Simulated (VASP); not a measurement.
Set up this calculation in VASP 6.6.1, as the native input.

```
Task                   : single point
Functional             : PBEsol
Potentials or basis    : VASP PAW PBE potentials, release 64 (Si, C)
Cutoff                 : 520 eV
k mesh                 : 15 × 15 × 8
Occupations            : fermi-dirac, width 0.08 eV
Spin                   : no spin polarisation
Dipole correction      : no
Further INCAR settings : ALGO = Normal; EDIFF = 1e-06; NBANDS = 16
```

The structure of SiC lies in POSCAR:

```
SiC
1.0
    3.0657105101      0.0000000000      0.0000000000
   -1.5328552551      2.6549831825      0.0000000000
    0.0000000000      0.0000000000      5.0311169308
Si C
2 2
Direct
    0.3333333333      0.6666666667      0.0000000000
    0.6666666667      0.3333333333      0.5000000000
    0.3333333333      0.6666666667      0.3850000000
    0.6666666667      0.3333333333      0.8850000000
```

The input as run:

INCAR

```
ALGO = Normal
EDIFF = 1E-6
ENCUT = 520
GGA = PS
ISIF = 2
ISMEAR = -1
LASPH = True
LCHARG = False
LREAL = False
LWAVE = False
NBANDS = 16
NELM = 100
PREC = Accurate
SIGMA = 0.08
```

KPOINTS

```
k-points
0
Gamma
  15 15 8
```

Potentials or basis: VASP PAW PBE potentials, release 64 (Si, C).

Command:

```console
$ cat potpaw_PBE.64/Si/POTCAR potpaw_PBE.64/C/POTCAR > POTCAR
$ mpirun -np 1 vasp_std > vasp.out
```

Results of the run:

```json
{
  "Pressure": "2.9 GPa",
  "Largest force": "0.767 eV/Å",
  "Band gap on the k mesh": "2.14 eV (least direct gap 3.99 eV)"
}
```

Caveat: the PAW data sets were made with another functional, which shifts forces and pressure a little; an odd mesh through Γ misses points on the zone boundary, where band edges can lie.

It took 100 s on 1 thread of Intel Xeon 8259CL, with other jobs on the host, peak memory 0.2 GiB.
